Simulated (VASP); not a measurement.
# HfB2 (P6/mmm) in VASP: notebook

The runs below take HfB2 through single point, with PBE.

All numbers are computed with VASP 6.6.1; they aren't measurements. Logs are shortened: lines on timing, memory, paths and dates and some standing lists are left out, and cuts for length are marked.

**1. The cell of the first run**

The structure is hexagonal, space group P6/mmm (No. 191). Conventional cell: a = 3.023 Å, b = 3.023 Å, c = 3.321 Å, α = 90.00°, β = 90.00°, γ = 120.00°. Hf (site symmetry 6/mmm) has 12 B at 2.41 Å and 6 Hf at 3.02 Å within 3.2 Å. B (site symmetry -6m2) has 3 B at 1.75 Å within 2.3 Å.

**2. Single point, PBE (volume scaled by 0.88, then relaxed in part)**

INCAR reads:

```
SYSTEM = HfB2
ALGO = Normal ; EDIFF = 1E-7
ENCUT = 520 ; GGA = PE
ISIF = 2 ; ISMEAR = 0
LASPH = .TRUE. ; LCHARG = .FALSE.
LREAL = .FALSE. ; LWAVE = .FALSE.
NBANDS = 15 ; NELM = 80
PREC = Accurate ; SIGMA = 0.1
```

KPOINTS reads:

```
k-points
0
G
  15 15 12
  0 0 0
```

POSCAR reads:

```
HfB2
1.0
    3.0234650891      0.0000000000      0.0000000000
   -1.5117325445      2.6183975746      0.0000000000
    0.0000000000      0.0000000000      3.3206306778
Hf B
1 2
Direct
    0.0000000000      0.0000000000      0.0000000000
    0.3333333333      0.6666666667      0.5000000000
    0.6666666667      0.3333333333      0.5000000000
```

Potentials or basis: VASP PAW PBE potentials, release 64 (Hf_pv, B).

The run is started by

```console
$ cat potpaw_PBE.64/Hf_pv/POTCAR potpaw_PBE.64/B/POTCAR > POTCAR
$ mpirun -np 1 vasp_std > vasp.out
```

OUTCAR:

```text
SYSTEM = HfB2
   EDIFF = 1E-7
   ENCUT = 520
   GGA = PE
   ISIF = 2
   ISMEAR = 0
   LASPH = .TRUE.
   LREAL = .FALSE.
   NELM = 80
   PREC = Accurate

 ion  position               nearest neighbor table
   1  0.000  0.000  0.000-   2 2.41   3 2.41   2 2.41   3 2.41   2 2.41   2 2.41   3 2.41   3 2.41
                             3 2.41   3 2.41   2 2.41   2 2.41
   2  0.333  0.667  0.500-   3 1.75   3 1.75   3 1.75   1 2.41   1 2.41   1 2.41   1 2.41   1 2.41
                             1 2.41
   3  0.667  0.333  0.500-   2 1.75   2 1.75   2 1.75   1 2.41   1 2.41   1 2.41   1 2.41   1 2.41
                             1 2.41

  LATTYP: Found a hexagonal cell.
 ALAT       =     3.0234650891
 C/A-ratio  =     1.0982864296

  Lattice vectors:

 A1 = (   3.0234650891,   0.0000000000,   0.0000000000)
 A2 = (  -1.5117325445,   2.6183975746,   0.0000000000)
 A3 = (   0.0000000000,   0.0000000000,   3.3206306778)

Analysis of symmetry for initial positions (statically):
=====================================================================
 Subroutine PRICEL returns:
 Original cell was already a primitive cell.

 Routine SETGRP: Setting up the symmetry group for a
 hexagonal supercell.

 Subroutine GETGRP returns: Found 24 space group operations
 (whereof 24 operations were pure point group operations)
 out of a pool of 24 trial point group operations.

The static configuration has the point symmetry D_6h.

Analysis of symmetry for dynamics (positions and initial velocities):
=====================================================================
 Subroutine PRICEL returns:
 Original cell was already a primitive cell.

 Routine SETGRP: Setting up the symmetry group for a
 hexagonal supercell.

 Subroutine GETGRP returns: Found 24 space group operations
 (whereof 24 operations were pure point group operations)
 out of a pool of 24 trial point group operations.

The dynamic configuration has the point symmetry D_6h.

 Subroutine INISYM returns: Found 24 space group operations
 (whereof 24 operations are pure point group operations),
 and found     1 'primitive' translations

----------------------------------------------------------------------------------------

                                     Primitive cell

  volume of cell :      26.2882

  direct lattice vectors                    reciprocal lattice vectors
     3.023465089  0.000000000  0.000000000     0.330746336  0.190956486  0.000000000
    -1.511732545  2.618397575  0.000000000     0.000000000  0.381912972  0.000000000
     0.000000000  0.000000000  3.320630678     0.000000000  0.000000000  0.301147612

  length of vectors
     3.023465089  3.023465089  3.320630678     0.381912972  0.381912972  0.301147612

  position of ions in fractional coordinates (direct lattice)
     0.000000000  0.000000000  0.000000000
     0.333333333  0.666666667  0.500000000
     0.666666667  0.333333333  0.500000000

  ion indices of the primitive-cell ions
   primitive index   ion index
                 1           1
                 2           2
                 3           3

----------------------------------------------------------------------------------------

 KPOINTS: k-points

Automatic generation of k-mesh.
 Grid dimensions read from file:
 generate k-points for:   15   15   12

 Generating k-lattice:

  Cartesian coordinates                     Fractional coordinates (reciprocal lattice)
     0.022049756  0.012730432  0.000000000     0.066666667  0.000000000  0.000000000
     0.000000000  0.025460865  0.000000000     0.000000000  0.066666667  0.000000000
     0.000000000  0.000000000  0.025095634     0.000000000  0.000000000  0.083333333

  Length of vectors
     0.025460865  0.025460865  0.025095634

  Shift w.r.t. Gamma in fractional coordinates (k-lattice)
     0.000000000  0.000000000  0.000000000

 Subroutine IBZKPT returns following result:
 ===========================================

 Found    189 irreducible k-points:

 Following reciprocal coordinates:
            Coordinates               Weight
  0.000000  0.000000  0.000000      1.000000
  0.066667  0.000000  0.000000      6.000000
  0.133333  0.000000  0.000000      6.000000
  0.200000  0.000000  0.000000      6.000000
  0.266667  0.000000  0.000000      6.000000
  0.333333  0.000000  0.000000      6.000000
[... 16 lines left out ...]
  0.333333  0.200000  0.000000     12.000000
  0.400000  0.200000  0.000000      6.000000
 [... further k-points ...]
   k-points           NKPTS =    189   k-points in BZ     NKDIM =    189   number of bands    NBANDS=     15
   number of dos      NEDOS =    301   number of ions     NIONS =      3
   total plane-waves  NPLWV =  16128
   dimension x,y,z NGX =    24 NGY =   24 NGZ =   28
   dimension x,y,z NGXF=    48 NGYF=   48 NGZF=   56
   ions per type =               1   2
   NGX,Y,Z   is equivalent  to a cutoff of  13.20, 13.20, 14.02 a.u.
   NGXF,Y,Z  is equivalent  to a cutoff of  26.39, 26.39, 28.04 a.u.
 SYSTEM =  HfB2
   PREC   = accura    normal or accurate (medium, high low for compatibility)
   ISTART =      0    job   : 0-new  1-cont  2-samecut
   ICHARG =      2    charge: 1-file 2-atom 10-const
   ISPIN  =      1    spin polarized calculation?
   LNONCOLLINEAR =      F non collinear calculations
   LSORBIT =      F    spin-orbit coupling
   LASPH  =      T    aspherical Exc in radial PAW
   ENCUT  =  520.0 eV  38.22 Ry    6.18 a.u.   5.62  5.62  6.17*2*pi/ulx,y,z
   NELM   =     80;   NELMIN=  2; NELMDL= -5     # of ELM steps
   EDIFF  = 0.1E-06   stopping-criterion for ELM
   LREAL  =      F    real-space projection
   EDIFFG = 0.1E-05   stopping-criterion for IOM
   NSW    =      0    number of steps for IOM
   IBRION =     -1    ionic relax: 0-MD 1-quasi-New 2-CG
   NFREE  =      0    steps in history (QN), initial steepest desc. (CG)
   ISIF   =      2    stress and relaxation
   ISYM   =      2    0-nonsym 1-usesym 2-fastsym
   POTIM  = 0.5000    time-step for ionic-motion
   TEBEG  =    0.0;   TEEND  =   0.0 temperature during run
   PSTRESS=    0.0 pullay stress
   NELECT =      16.0000    total number of electrons
   NUPDOWN=      -1.0000    fix difference up-down
   EMIN   =  10.00;   EMAX   =-10.00  energy-range for DOS
   EFERMI =   0.00;   METHOD = LEGACY
   ISMEAR =     0;   SIGMA  =   0.10  broadening in eV -4-tet -1-fermi 0-gaus
   EFERMI_NEDOS =   21; number of points for ismear=-14 and -15
   IALGO  =     38    algorithm
   IMIX   =      4    mixing-type and parameters
     AMIX     =   0.40;   BMIX     =  1.00
     AMIX_MAG =   1.60;   BMIX_MAG =  1.00
  volume/ion in A,a.u.               =       8.76        59.13
  Fermi-wavevector in a.u.,A,eV,Ry     =   1.387377  2.621762 26.188692  1.924815
  Thomas-Fermi vector in A             =   2.511604
   LORBIT       =      0    0 simple, 1 ext, 2 COOP (PROOUT), +10 PAW based schemes
   GGA     = PE    functional components
   LHFCALC =     F    Hartree Fock is set to
   AEXX    =    0.0000 exact exchange contribution
   IVDW    =     0    specifies the selected vdW correction
   LEPSILON=     F    determine dielectric tensor
   LRPA    =     F    only Hartree local field effects (RPA)
 non-spin polarized calculation
 Gauss-broadening in eV      SIGMA  =   0.10
  energy-cutoff  :      520.00
  volume of cell :       26.29
 maximum number of plane-waves:       733
 NGX is ok and might be reduce to    24
   NGX = 11   NGY = 11   NGZ = 13

 number of electron      16.0000000 magnetization

 Free energy of the ion-electron system (eV)
  ---------------------------------------------------
  ext. energy  EPLUGINS =         0.00000000
  ---------------------------------------------------
  free energy    TOTEN  =       -25.99267940 eV

  energy without entropy =      -25.99156439  energy(sigma->0) =      -25.99212189

 E-fermi :   8.6960     XC(G=0): -13.1847

 val. band max:        8.6539323796   @ k =   0.0667   0.0667   0.4167
 cond. band min:       8.7055856519   @ k =   0.4000   0.1333   0.0000
 fundamental gap:      0.0516532723
 Fermi energy:         8.6960194125

 k-point     1 :       0.0000    0.0000    0.0000
  band No.  band energies     occupation
      1     -21.5761      2.00000
      2     -20.9122      2.00000
      3     -20.9122      2.00000
      4      -5.7714      2.00000
      5       5.3757      2.00000
      6       5.4291      2.00000
      7       5.4291      2.00000
      8       6.0477      2.00000
      9      13.3349      0.00000
     10      13.3349      0.00000
     11      14.1131      0.00000
     12      14.1131      0.00000
     13      14.1487      0.00000
     14      14.1487      0.00000
     15      14.4329      0.00000

 k-point     2 :       0.0667    0.0000    0.0000
  band No.  band energies     occupation
      1     -21.5672      2.00000
      2     -20.9662      2.00000
      3     -20.9238      2.00000
      4      -5.6610      2.00000
      5       5.1534      2.00000
      6       5.4379      2.00000
      7       5.4845      2.00000
      8       5.9287      2.00000
      9      13.0037      0.00000
     10      13.2524      0.00000
     11      13.3417      0.00000
     12      13.4908      0.00000
     13      14.6736      0.00000
     14      15.2215      0.00000
     15      15.2384      0.00000
[... 365 lines left out ...]
      3     -21.3578      2.00000
      4      -1.5873      2.00000
      5       0.4446      2.00000
      6       2.3889      2.00000
      7       4.7207      2.00000
      8       7.7718      2.00000
      9       8.4162      1.99992
     10      11.2491      0.00000
     11      14.7428      0.00000
     12      16.5583      0.00000
     13      18.4846      0.00000
     14      19.8838      0.00000
     15      20.2523      0.00000

 k-point    24 :       0.4000    0.2000    0.0000
  band No.  band energies     occupation
      1     -21.9136      2.00000
      2     -21.4314      2.00000
      3     -21.3503      2.00000
      4      -0.9441      2.00000
      5      -0.2015      2.00000
      6       2.2738      2.00000
      7       4.7548      2.00000
      8       7.5336      2.00000
      9       8.3690      2.00000
     10      12.0627      0.00000
     11      13.8951      0.00000
     12      16.5202      0.00000
     13      19.1651      0.00000
     14      20.1664      0.00000
     15      20.6620      0.00000

 [... further k-points ...]

------------------------ aborting loop because EDIFF is reached ----------------------------------------

  FORCE on cell =-STRESS in cart. coord.  units (eV):
  Direction    XX          YY          ZZ          XY          YZ          ZX
  --------------------------------------------------------------------------------------
  -------------------------------------------------------------------------------------
  Total        6.6499503      6.6499503      6.7960387      0.0000000     -0.0000000      0.0000000
  in kB      405.2918352    405.2918351    414.1954317      0.0000000     -0.0000000      0.0000000
  external PRESSURE =     408.2597007 kB  Pullay stress =       0.0000000 kB

 VOLUME and BASIS-vectors are now :
 -----------------------------------------------------------------------------
  energy-cutoff  :      520.00
  volume of cell :       26.29
      direct lattice vectors                 reciprocal lattice vectors
     3.023465089  0.000000000  0.000000000     0.330746336  0.190956486  0.000000000
    -1.511732545  2.618397575  0.000000000     0.000000000  0.381912972  0.000000000
     0.000000000  0.000000000  3.320630678     0.000000000  0.000000000  0.301147612

 POSITION                                       TOTAL-FORCE (eV/Angst)
 -----------------------------------------------------------------------------------
      0.00000      0.00000      0.00000         0.000000      0.000000     -0.000000
     -0.00000      1.74560      1.66032         0.000000     -0.000000     -0.000000
      1.51173      0.87280      1.66032        -0.000000      0.000000      0.000000
 -----------------------------------------------------------------------------------
    total drift:                               -0.000000      0.000000     -0.000000

  FREE ENERGIE OF THE ION-ELECTRON SYSTEM (eV)
  ---------------------------------------------------
  free  energy   TOTEN  =       -25.9926793954 eV

  energy  without entropy=      -25.9915643944  energy(sigma->0) =      -25.99212189
```

Wall time 57 s (1 thread of Intel Xeon Platinum 8259CL at 2.50GHz (Skylake/Cascade Lake), shared host); peak memory 0.2 GiB.

Results:

```yaml
Free_energy: -25.9927 eV
Pressure: 40.8 GPa
Band_gap_on_the_k_mesh: zero (band 8 reaches 9.47 eV, above the bottom of band 9 at 8.37 eV)
```

Stress tensor (GPa, compression positive):
```
40.53  0.00  0.00
 0.00 40.53  0.00
 0.00  0.00 41.42
```

Caveat: spin-orbit coupling is left out, which moves the levels of the heavy elements.

**3. Single point, PBE (volume scaled by 0.91, then relaxed in part)**

INCAR reads:

```
PREC = Accurate
ENCUT = 520
EDIFF = 1E-7
ISMEAR = 0
SIGMA = 0.1
LREAL = False
LASPH = True
NELM = 60
ALGO = Normal
ISIF = 2
LWAVE = False
LCHARG = False
GGA = PE
NBANDS = 15
```

KPOINTS reads:

```
Automatic mesh
0
Gamma
  15 15 12
```

POSCAR reads:

```
HfB2
1.0
    3.0552562084      0.0000000000      0.0000000000
   -1.5276281042      2.6459294915      0.0000000000
    0.0000000000      0.0000000000      3.3627450503
Hf B
1 2
Direct
    0.0000000000      0.0000000000      0.0000000000
    0.3333333333      0.6666666667      0.5000000000
    0.6666666667      0.3333333333      0.5000000000
```

Potentials or basis: VASP PAW PBE potentials, release 64 (Hf_pv, B).

The run is started by

```console
$ cat potpaw_PBE.64/Hf_pv/POTCAR potpaw_PBE.64/B/POTCAR > POTCAR
$ mpirun -np 1 vasp_std > vasp.out
```

OUTCAR:

```text
PREC = Accurate
   ENCUT = 520
   EDIFF = 1E-7
   ISMEAR = 0
   LREAL = False
   LASPH = True
   NELM = 60
   ISIF = 2
   GGA = PE

 ion  position               nearest neighbor table
   1  0.000  0.000  0.000-   2 2.44   3 2.44   2 2.44   3 2.44   2 2.44   2 2.44   3 2.44   3 2.44
                             3 2.44   3 2.44   2 2.44   2 2.44
   2  0.333  0.667  0.500-   3 1.76   3 1.76   3 1.76   1 2.44   1 2.44   1 2.44   1 2.44   1 2.44
                             1 2.44
   3  0.667  0.333  0.500-   2 1.76   2 1.76   2 1.76   1 2.44   1 2.44   1 2.44   1 2.44   1 2.44
                             1 2.44

  LATTYP: Found a hexagonal cell.
[... 631 lines left out ...]
  --------------------------------------------------------------------------------------
  -------------------------------------------------------------------------------------
  Total        4.7263399      4.7263399      4.8446851      0.0000000     -0.0000000      0.0000000
  in kB      278.5580342    278.5580342    285.5329862      0.0000000     -0.0000000      0.0000000
  external PRESSURE =     280.8830182 kB  Pullay stress =       0.0000000 kB

 VOLUME and BASIS-vectors are now :
 -----------------------------------------------------------------------------
  energy-cutoff  :      520.00
  volume of cell :       27.18
      direct lattice vectors                 reciprocal lattice vectors
     3.055256208  0.000000000  0.000000000     0.327304793  0.188969510  0.000000000
    -1.527628104  2.645929492  0.000000000     0.000000000  0.377939020  0.000000000
     0.000000000  0.000000000  3.362745050     0.000000000  0.000000000  0.297376098

 POSITION                                       TOTAL-FORCE (eV/Angst)
 -----------------------------------------------------------------------------------
      0.00000      0.00000      0.00000        -0.000000      0.000000      0.000000
     -0.00000      1.76395      1.68137         0.000000     -0.000000      0.000000
      1.52763      0.88198      1.68137        -0.000000      0.000000      0.000000
 -----------------------------------------------------------------------------------
    total drift:                               -0.000000      0.000000      0.000000

  FREE ENERGIE OF THE ION-ELECTRON SYSTEM (eV)
  ---------------------------------------------------
  free  energy   TOTEN  =       -26.1852402006 eV

  energy  without entropy=      -26.1841080458  energy(sigma->0) =      -26.18467412
```

OSZICAR:

```text
N       E                     dE             d eps       ncg     rms          rms(c)
DAV:   1     0.299432344251E+02    0.29943E+02   -0.80605E+03  5670   0.103E+03
DAV:   2    -0.271816349021E+02   -0.57125E+02   -0.53519E+02  7553   0.225E+02
DAV:   3    -0.286634145974E+02   -0.14818E+01   -0.14763E+01  7273   0.268E+01
DAV:   4    -0.286684819159E+02   -0.50673E-02   -0.50665E-02  6874   0.193E+00
DAV:   5    -0.286685075450E+02   -0.25629E-04   -0.25628E-04  7287   0.121E-01    0.614E+01
DAV:   6    -0.263259724039E+02    0.23425E+01   -0.27451E+00  6846   0.126E+01    0.442E+01
DAV:   7    -0.262781704900E+02    0.47802E-01   -0.10964E+00  7301   0.796E+00    0.113E+01
DAV:   8    -0.261898248583E+02    0.88346E-01   -0.30751E-01  6713   0.440E+00    0.162E+00
DAV:   9    -0.261854318978E+02    0.43930E-02   -0.22579E-02  6552   0.126E+00    0.339E-01
DAV:  10    -0.261852346757E+02    0.19722E-03   -0.81597E-04  7301   0.251E-01    0.245E-01
DAV:  11    -0.261852419120E+02   -0.72363E-05   -0.46740E-05  6776   0.525E-02    0.776E-02
DAV:  12    -0.261852400367E+02    0.18753E-05   -0.22908E-06  6874   0.114E-02    0.177E-02
DAV:  13    -0.261852401766E+02   -0.13996E-06   -0.14704E-07  5775   0.330E-03    0.368E-03
DAV:  14    -0.261852402006E+02   -0.23976E-07   -0.24949E-08  3416   0.139E-03
   1 F= -.26185240E+02 E0= -.26184674E+02  d E =-.113215E-02
```

Run time: 56 s. Hardware: 1 thread of Intel Xeon Platinum 8259CL at 2.50GHz (Skylake/Cascade Lake), shared host; peak memory 0.2 GiB.

What came out:

| Quantity | Value |
| --- | --- |
| Free energy | -26.1852 eV |
| Pressure | 28.1 GPa |
| Band gap on the k mesh | zero (band 8 reaches 9.19 eV, above the bottom of band 9 at 8.11 eV) |

Levels at points of the mesh, in eV from the Fermi level:
```csv
k point,band 4,band 5,band 6,band 7,band 8,band 9,band 10,band 11,band 12,band 13
"(0.00, 0.00, 0.00)",-14.28,-3.23,-3.17,-3.17,-2.70,4.46,4.46,5.20,5.20,5.31
"(0.00, 0.00, 0.50)",-11.43,-8.73,-1.29,-1.29,0.24,0.24,1.05,1.05,2.59,5.26
```

Caveat: spin-orbit coupling is left out, which moves the levels of the heavy elements.
